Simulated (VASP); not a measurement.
**In3Se: single point with PBEsol**

Crystal: In3Se.

```xyz
4
Lattice="4.8038 0.0000 0.0000 0.0000 4.8038 0.0000 0.0000 0.0000 4.8038" Properties=species:S:1:pos:R:3 pbc="T T T"
In    0.0000    2.4019    2.4019
In    2.4019    0.0000    2.4019
In    2.4019    2.4019    0.0000
Se    0.0000    0.0000    0.0000
```

* Program: VASP 6.6.1
* Task: single point
* Functional: PBEsol
* Potentials or basis: VASP PAW PBE potentials, release 64 (In_d, Se)
* Cutoff: 520 eV
* k mesh: 10 × 10 × 10
* Occupations: gaussian, width 0.1 eV
* Spin: no spin polarisation

| Property | Result |
| --- | --- |
| Pressure | -3.0 GPa |

Levels at points of the mesh, in eV from the Fermi level:
```tsv
k point	band 18	band 19	band 20	band 21	band 22	band 23	band 24	band 25	band 26	band 27
(0.00, 0.00, 0.00)	-3.21	-3.21	-3.21	-2.20	-2.20	1.17	1.17	1.17	4.21	4.21
(0.50, 0.00, 0.00)	-4.93	-2.39	-2.39	-1.66	-0.99	-0.07	-0.07	1.42	3.72	3.79
(0.50, 0.50, 0.00)	-5.86	-5.66	-1.89	-0.83	-0.65	-0.65	1.41	1.80	1.80	1.91
(0.50, 0.50, 0.50)	-4.31	-4.31	-4.11	-4.11	-4.11	-3.16	3.04	3.04	3.04	7.93
```

Run time: 46 s on 1 thread of Intel(R) Xeon(R) 6975P-C (Granite Rapids), with other jobs on the host, peak memory 0.3 GiB.

Caveat: the PAW data sets were made with another functional, which shifts forces and pressure a little; spin-orbit coupling is left out, which moves the levels of the heavy elements.
